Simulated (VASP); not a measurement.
InSb: single point with PBE

The system is InSb.

```xyz
2
Lattice="0.0000 3.2391 3.1419 3.2391 0.0000 3.1419 3.2391 3.2391 0.0000" Properties=species:S:1:pos:R:3 pbc="T T T"
In    0.0000    0.0000    0.0000
Sb    4.8586    4.8586    4.7129
```

This cell differs from its parent crystal: strain -0.0300 x Voigt [0, 0, 1, 0, 0, 0].

```
Program                : VASP 6.6.1
Task                   : single point
Functional             : PBE
Potentials or basis    : VASP PAW PBE potentials, release 64 (In_d, Sb)
Cutoff                 : 520 eV
k mesh                 : 12 × 12 × 12
Occupations            : gaussian, width 0.15 eV
Spin                   : no spin polarisation
Dipole correction      : no
Further INCAR settings : ALGO = Normal; EDIFF = 1e-06; NBANDS = 16
```

- Pressure: 4.8 GPa
- Band gap on the k mesh: 0.11 eV

Stress tensor (GPa, compression positive):
```
4.53 0.00 0.00
0.00 4.53 0.00
0.00 0.00 5.24
```

Levels at points of the mesh, in eV from the valence-band top:
```
           k point  band 5  band 6  band 7  band 8  band 9  band 10  band 11  band 12  band 13  band 14
(0.00, 0.00, 0.00)  -14.56  -10.90   -0.03   -0.03    0.00     0.11     2.93     3.00     3.00     5.78
(0.50, 0.00, 0.00)  -14.56   -9.45   -5.75   -1.14   -0.94     0.60     3.75     3.92     6.10     8.44
(0.50, 0.50, 0.00)  -14.55   -8.75   -5.94   -2.46   -2.46     1.17     1.20     8.36     8.36     9.14
(0.50, 0.00, 0.50)  -14.56   -8.84   -6.08   -2.31   -2.28     1.36     1.40     8.25     8.36     8.94
```

It took 60 s on 1 thread of Intel(R) Xeon(R) 6975P-C (Granite Rapids), on a shared host, peak memory 0.33 GiB.

Caveat: the cell differs from its parent crystal (strain -0.0300 x Voigt [0, 0, 1, 0, 0, 0]); the cell stands under pressure; the smearing spreads over this small gap; semilocal functionals underestimate gaps, and a narrow one can read as zero; spin-orbit coupling is left out, which moves the levels of the heavy elements. A k mesh can miss the band edges.
